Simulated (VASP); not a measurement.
# Ru in VASP: notebook

The runs below take Ru through single point, with PBE.

All numbers are computed with VASP 6.6.1; they aren't measurements. Logs are shortened: lines on timing, memory, paths and dates and some standing lists are left out, and cuts for length are marked.

### Step 1. The cell of the first run

Symmetry: R-3m, No. 166, trigonal system. The conventional cell has a = 2.684 Å, b = 2.684 Å, c = 6.401 Å, α = 90.00°, β = 90.00°, γ = 120.00°. Within 3.5 Å of Ru (site symmetry -3m) lie 12 Ru at 2.64 to 2.68 Å.

### Step 2. Single point, PBE

INCAR reads:

```
ALGO     = Normal         # electronic algorithm
EDIFF    = 1E-7           # SCF threshold, eV
ENCUT    = 520            # plane-wave cutoff, eV
GGA      = PE             # functional
ISIF     = 2              # what is computed and relaxed
ISMEAR   = 0              # smearing method
LASPH    = True           # aspherical terms in the spheres
LCHARG   = False          # write CHGCAR
LREAL    = False          # projectors in reciprocal space
LWAVE    = False          # write WAVECAR
NBANDS   = 13             # bands
NELM     = 80             # most SCF steps
PREC     = Accurate       # precision mode
SIGMA    = 0.15           # smearing width, eV
```

KPOINTS reads:

```
k-points
0
Gamma
  20 20 20
```

POSCAR reads:

```
Ru
1.0
   -0.0333389707      1.8646010035      1.8646010035
    1.8646010035     -0.0333389707      1.8646010035
    1.8646010035      1.8646010035     -0.0333389707
Ru
1
Direct
    0.0000000000      0.0000000000      0.0000000000
```

Potentials or basis: VASP PAW PBE potentials, release 64 (Ru_pv).

Started as:

```
$ cat potpaw_PBE.64/Ru_pv/POTCAR > POTCAR
$ mpirun -np 1 vasp_std > vasp.out
```

OUTCAR:

```text
EDIFF = 1E-7
   ENCUT = 520
   GGA = PE
   ISIF = 2
   ISMEAR = 0
   LASPH = True
   LREAL = False
   NELM = 80
   PREC = Accurate

 ion  position               nearest neighbor table
   1  0.000  0.000  0.000-

  LATTYP: Found a trigonal (rhomboedric) cell.
 ALAT       =     2.6371547720
 COS(alpha) =     0.4820429983

  Lattice vectors:

 A1 = (  -0.0333389707,   1.8646010035,   1.8646010035)
 A2 = (   1.8646010035,  -0.0333389707,   1.8646010035)
 A3 = (   1.8646010035,   1.8646010035,  -0.0333389707)

Analysis of symmetry for initial positions (statically):
=====================================================================
 Subroutine PRICEL returns:
 Original cell was already a primitive cell.

 Routine SETGRP: Setting up the symmetry group for a
 trigonal (rhombohedral) supercell.

 Subroutine GETGRP returns: Found 12 space group operations
 (whereof 12 operations were pure point group operations)
 out of a pool of 12 trial point group operations.

The static configuration has the point symmetry D_3d.

Analysis of symmetry for dynamics (positions and initial velocities):
=====================================================================
 Subroutine PRICEL returns:
 Original cell was already a primitive cell.

 Routine SETGRP: Setting up the symmetry group for a
 trigonal (rhombohedral) supercell.

 Subroutine GETGRP returns: Found 12 space group operations
 (whereof 12 operations were pure point group operations)
 out of a pool of 12 trial point group operations.

The dynamic configuration has the point symmetry D_3d.

 Subroutine INISYM returns: Found 12 space group operations
 (whereof 12 operations are pure point group operations),
 and found     1 'primitive' translations

----------------------------------------------------------------------------------------

                                     Primitive cell

  volume of cell :      13.3131

  direct lattice vectors                    reciprocal lattice vectors
    -0.033338971  1.864601004  1.864601004    -0.261067103  0.265819950  0.265819950
     1.864601004 -0.033338971  1.864601004     0.265819950 -0.261067103  0.265819950
     1.864601004  1.864601004 -0.033338971     0.265819950  0.265819950 -0.261067103

  length of vectors
     2.637154772  2.637154772  2.637154772     0.457686054  0.457686054  0.457686054

  position of ions in fractional coordinates (direct lattice)
     0.000000000  0.000000000  0.000000000

  ion indices of the primitive-cell ions
   primitive index   ion index
                 1           1

----------------------------------------------------------------------------------------

 KPOINTS: k-points

Automatic generation of k-mesh.
 Grid dimensions read from file:
 generate k-points for:   20   20   20

 Generating k-lattice:

  Cartesian coordinates                     Fractional coordinates (reciprocal lattice)
    -0.013053355  0.013290998  0.013290998     0.050000000  0.000000000  0.000000000
     0.013290998 -0.013053355  0.013290998     0.000000000  0.050000000  0.000000000
     0.013290998  0.013290998 -0.013053355     0.000000000  0.000000000  0.050000000

  Length of vectors
     0.022884303  0.022884303  0.022884303

  Shift w.r.t. Gamma in fractional coordinates (k-lattice)
     0.000000000  0.000000000  0.000000000

 Subroutine IBZKPT returns following result:
 ===========================================

 Found    781 irreducible k-points:

 Following reciprocal coordinates:
            Coordinates               Weight
  0.000000  0.000000  0.000000      1.000000
  0.050000 -0.000000 -0.000000      6.000000
  0.100000  0.000000 -0.000000      6.000000
  0.150000  0.000000  0.000000      6.000000
  0.200000  0.000000 -0.000000      6.000000
  0.250000  0.000000  0.000000      6.000000
[... 16 lines left out ...]
 -0.400000  0.050000 -0.000000     12.000000
 -0.350000  0.050000  0.000000     12.000000
 [... further k-points ...]
   k-points           NKPTS =    781   k-points in BZ     NKDIM =    781   number of bands    NBANDS=     13
   number of dos      NEDOS =    301   number of ions     NIONS =      1
   total plane-waves  NPLWV =   8000
   dimension x,y,z NGX =    20 NGY =   20 NGZ =   20
   dimension x,y,z NGXF=    40 NGYF=   40 NGZF=   40
   ions per type =               1
   NGX,Y,Z   is equivalent  to a cutoff of  12.61, 12.61, 12.61 a.u.
   NGXF,Y,Z  is equivalent  to a cutoff of  25.22, 25.22, 25.22 a.u.
 SYSTEM =  unknown system
   PREC   = accura    normal or accurate (medium, high low for compatibility)
   ISTART =      0    job   : 0-new  1-cont  2-samecut
   ICHARG =      2    charge: 1-file 2-atom 10-const
   ISPIN  =      1    spin polarized calculation?
   LNONCOLLINEAR =      F non collinear calculations
   LSORBIT =      F    spin-orbit coupling
   LASPH  =      T    aspherical Exc in radial PAW
   ENCUT  =  520.0 eV  38.22 Ry    6.18 a.u.   4.90  4.90  4.90*2*pi/ulx,y,z
   NELM   =     80;   NELMIN=  2; NELMDL= -5     # of ELM steps
   EDIFF  = 0.1E-06   stopping-criterion for ELM
   LREAL  =      F    real-space projection
   EDIFFG = 0.1E-05   stopping-criterion for IOM
   NSW    =      0    number of steps for IOM
   IBRION =     -1    ionic relax: 0-MD 1-quasi-New 2-CG
   NFREE  =      0    steps in history (QN), initial steepest desc. (CG)
   ISIF   =      2    stress and relaxation
   ISYM   =      2    0-nonsym 1-usesym 2-fastsym
   POTIM  = 0.5000    time-step for ionic-motion
   TEBEG  =    0.0;   TEEND  =   0.0 temperature during run
   PSTRESS=    0.0 pullay stress
   NELECT =      14.0000    total number of electrons
   NUPDOWN=      -1.0000    fix difference up-down
   EMIN   =  10.00;   EMAX   =-10.00  energy-range for DOS
   EFERMI =   0.00;   METHOD = LEGACY
   ISMEAR =     0;   SIGMA  =   0.15  broadening in eV -4-tet -1-fermi 0-gaus
   EFERMI_NEDOS =   21; number of points for ismear=-14 and -15
   IALGO  =     38    algorithm
   IMIX   =      4    mixing-type and parameters
     AMIX     =   0.40;   BMIX     =  1.00
     AMIX_MAG =   1.60;   BMIX_MAG =  1.00
  volume/ion in A,a.u.               =      13.31        89.84
  Fermi-wavevector in a.u.,A,eV,Ry     =   1.664781  3.145981 37.708511  2.771497
  Thomas-Fermi vector in A             =   2.751266
   LORBIT       =      0    0 simple, 1 ext, 2 COOP (PROOUT), +10 PAW based schemes
   GGA     = PE    functional components
   LHFCALC =     F    Hartree Fock is set to
   AEXX    =    0.0000 exact exchange contribution
   IVDW    =     0    specifies the selected vdW correction
   LEPSILON=     F    determine dielectric tensor
   LRPA    =     F    only Hartree local field effects (RPA)
 non-spin polarized calculation
 Gauss-broadening in eV      SIGMA  =   0.15
  energy-cutoff  :      520.00
  volume of cell :       13.31
 maximum number of plane-waves:       369
   NGX =  9   NGY =  9   NGZ =  9

 number of electron      14.0000003 magnetization

 Free energy of the ion-electron system (eV)
  ---------------------------------------------------
  ext. energy  EPLUGINS =         0.00000000
  ---------------------------------------------------
  free energy    TOTEN  =        -9.09372464 eV

  energy without entropy =       -9.07982446  energy(sigma->0) =       -9.08677455

 E-fermi :  13.1266     XC(G=0): -14.2397

 val. band max:       13.1252534912   @ k =  -0.4000   0.3500   0.0500
 cond. band min:      13.1277507160   @ k =  -0.2500  -0.4000   0.0500
 fundamental gap:      0.0024972249
 Fermi energy:        13.1266062231

 k-point     1 :       0.0000    0.0000    0.0000
  band No.  band energies     occupation
      1     -29.3267      2.00000
      2     -29.3267      2.00000
      3     -29.2797      2.00000
      4       5.0965      2.00000
      5      10.3136      2.00000
      6      10.3136      2.00000
      7      10.7311      2.00000
      8      12.9986      1.77254
      9      12.9986      1.77254
     10      23.6381      0.00000
     11      28.1511      0.00000
     12      33.7476      0.00000
     13      33.7476      0.00000

 k-point     2 :       0.0500   -0.0000   -0.0000
  band No.  band energies     occupation
      1     -29.3532      2.00000
      2     -29.3300      2.00000
      3     -29.2861      2.00000
      4       5.2048      2.00000
      5      10.2727      2.00000
      6      10.3537      2.00000
      7      10.7644      2.00000
      8      12.9697      1.86094
      9      12.9714      1.85651
     10      23.6382      0.00000
     11      28.3334      0.00000
     12      33.2751      0.00000
     13      33.9314      0.00000

 k-point     3 :       0.1000    0.0000   -0.0000
  band No.  band energies     occupation
      1     -29.4345      2.00000
      2     -29.3394      2.00000
      3     -29.2997      2.00000
      4       5.5169      2.00000
      5      10.1501      2.00000
      6      10.4600      2.00000
      7      10.8726      2.00000
      8      12.9026      1.96529
      9      12.9089      1.95990
     10      23.6382      0.00000
     11      28.8431      0.00000
     12      32.1560      0.00000
     13      34.4709      0.00000

 k-point     4 :       0.1500    0.0000    0.0000
  band No.  band energies     occupation
      1     -29.5624      2.00000
      2     -29.3540      2.00000
      3     -29.3182      2.00000
      4       5.9874      2.00000
      5       9.9996      2.00000
      6      10.5882      2.00000
      7      11.0210      2.00000
      8      12.8562      1.98921
      9      12.8715      1.98382
     10      23.6381      0.00000
     11      29.5527      0.00000
     12      30.8753      0.00000
     13      35.3315      0.00000

 k-point     5 :       0.2000    0.0000   -0.0000
  band No.  band energies     occupation
      1     -29.7220      2.00000
      2     -29.3723      2.00000
      3     -29.3406      2.00000
      4       6.5167      2.00000
      5       9.9481      2.00000
      6      10.6671      2.00000
      7      11.1192      2.00000
      8      12.9167      1.95217
      9      12.9574      1.88926
     10      23.6381      0.00000
     11      29.5320      0.00000
     12      30.3106      0.00000
     13      36.4599      0.00000
[... 257 lines left out ...]
 k-point    22 :      -0.4500    0.0500   -0.0000
  band No.  band energies     occupation
      1     -30.4214      2.00000
      2     -29.4771      2.00000
      3     -29.4462      2.00000
      4       6.9952      2.00000
      5      10.0972      2.00000
      6      10.6252      2.00000
      7      13.2885      0.12701
      8      14.8054      0.00000
      9      15.5369      0.00000
     10      23.4821      0.00000
     11      23.6578      0.00000
     12      28.0918      0.00000
     13      34.0678      0.00000

 k-point    23 :      -0.4000    0.0500   -0.0000
  band No.  band energies     occupation
      1     -30.3609      2.00000
      2     -29.4741      2.00000
      3     -29.4335      2.00000
      4       7.0580      2.00000
      5      10.1798      2.00000
      6      10.6867      2.00000
      7      12.7528      1.99958
      8      14.4657      0.00000
      9      15.1765      0.00000
     10      23.6346      0.00000
     11      24.3708      0.00000
     12      28.4443      0.00000
     13      34.4435      0.00000

 k-point    24 :      -0.3500    0.0500    0.0000
  band No.  band energies     occupation
      1     -30.2554      2.00000
      2     -29.4644      2.00000
      3     -29.4149      2.00000
      4       7.1479      2.00000
      5      10.3119      2.00000
      6      10.8021      2.00000
      7      11.8801      2.00000
      8      13.9929      0.00000
      9      14.6978      0.00000
     10      23.6371      0.00000
     11      25.5811      0.00000
     12      29.0904      0.00000
     13      35.2204      0.00000

 [... further k-points ...]

------------------------ aborting loop because EDIFF is reached ----------------------------------------

  FORCE on cell =-STRESS in cart. coord.  units (eV):
  Direction    XX          YY          ZZ          XY          YZ          ZX
  --------------------------------------------------------------------------------------
  -------------------------------------------------------------------------------------
  Total        1.0991492      1.0991492      1.0991492      0.4081375      0.4081375      0.4081375
  in kB      132.2776326    132.2776326    132.2776326     49.1175024     49.1175024     49.1175024
  external PRESSURE =     132.2776326 kB  Pullay stress =       0.0000000 kB

 VOLUME and BASIS-vectors are now :
 -----------------------------------------------------------------------------
  energy-cutoff  :      520.00
  volume of cell :       13.31
      direct lattice vectors                 reciprocal lattice vectors
    -0.033338971  1.864601004  1.864601004    -0.261067103  0.265819950  0.265819950
     1.864601004 -0.033338971  1.864601004     0.265819950 -0.261067103  0.265819950
     1.864601004  1.864601004 -0.033338971     0.265819950  0.265819950 -0.261067103

 POSITION                                       TOTAL-FORCE (eV/Angst)
 -----------------------------------------------------------------------------------
      0.00000      0.00000      0.00000         0.000000      0.000000      0.000000
 -----------------------------------------------------------------------------------
    total drift:                                0.000000      0.000000      0.000000

  FREE ENERGIE OF THE ION-ELECTRON SYSTEM (eV)
  ---------------------------------------------------
  free  energy   TOTEN  =        -9.0937246419 eV

  energy  without entropy=       -9.0798244597  energy(sigma->0) =       -9.08677455
```

It took 58 s on 1 thread of Intel Xeon Platinum 8488C (Sapphire Rapids), shared host; peak memory 0.23 GiB.

What came out:

```yaml
Free_energy: -9.0937 eV
Pressure: 13.2 GPa
Band_gap_on_the_k_mesh: zero (band 7 reaches 15.44 eV, above the bottom of band 8 at 11.86 eV)
```

(Part 1 of 2 ends here.)
